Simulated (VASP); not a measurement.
Write the native input for VASP 6.6.1 that does the following.

* Task: single point
* Functional: PBE
* Potentials or basis: VASP PAW PBE potentials, release 64 (S, Li_sv)
* Cutoff: 650 eV
* k mesh: 2 × 2 × 2
* Occupations: fermi-dirac, width 0.1 eV
* Spin: no spin polarisation
* Dipole correction: no
* Further INCAR settings: ALGO = Normal; EDIFF = 1e-06; NBANDS = 64

The structure of Li15S8 (a cell with a defect) lies in POSCAR:

```
Li15S8
1.0
    0.0000000000      5.6432580000      5.6432580000
    5.6432580000      0.0000000000      5.6432580000
    5.6432580000      5.6432580000      0.0000000000
S Li
8 15
Direct
   -0.0014338349      0.0036602083     -0.0004631190
    0.0044583289     -0.0043256041      0.5041484015
   -0.0014564282      0.4981781801     -0.0004550563
    0.0031259425      0.5016594138      0.4935295356
    0.5031209808     -0.0043039854      0.0054540303
    0.4994713160      0.0191207809      0.5004629418
    0.4925473902      0.5016511738      0.0040905449
    0.4994853150      0.4808907372      0.5004593977
    0.1312715988      0.1181759721      0.1323146133
    0.3700925068      0.3794016683      0.3710676528
    0.1272853377      0.1291013099      0.6198763197
    0.3816894425      0.3781893367      0.8686218139
    0.1217903736      0.6276905114      0.1227814677
    0.4399657078      0.8094600672      0.4410358343
    0.1272808190      0.6237100094      0.6198760539
    0.3817711329      0.8714194885      0.8686094097
    0.6189048950      0.1290850073      0.1282432949
    0.8676225684      0.3781792362      0.3827574426
    0.6297951467      0.1196859155      0.6307949238
    0.8624280513      0.3870430875      0.8634088677
    0.6189173878      0.6237167431      0.1282368270
    0.8675788879      0.8714183367      0.3827639105
    0.8756835147      0.8737840800      0.8766838234
```

One way to write it, as run:

INCAR

```
  PREC = Accurate
  ENCUT = 650
  EDIFF = 1E-6
  ISMEAR = -1
  SIGMA = 0.1
  LREAL = False
  LASPH = True
  NELM = 120
  ALGO = Normal
  ISIF = 2
  LWAVE = False
  LCHARG = False
  GGA = PE
  NBANDS = 64
  GGA_COMPAT = False
```

KPOINTS

```
regular mesh
0
Gamma
  2 2 2
```

Potentials or basis: VASP PAW PBE potentials, release 64 (S, Li_sv).

Launch:

```console
$ cat potpaw_PBE.64/S/POTCAR potpaw_PBE.64/Li_sv/POTCAR > POTCAR
$ mpirun -np 1 vasp_std > vasp.out
```

Results of the run:

```json
{"Pressure": "1.4 GPa", "Largest force": "0.449 eV/Å", "Band gap on the k mesh": "zero (an odd number of electrons rules out a gap without spin polarisation)"}
```

Caveat: the k points lie up to 0.48 Å⁻¹ apart, too coarse for converged energies and pressures of a metal.

It took 14 min on 1 thread of Oxide Virtual Turin-like Processor, on a shared host, peak memory 0.74 GiB.
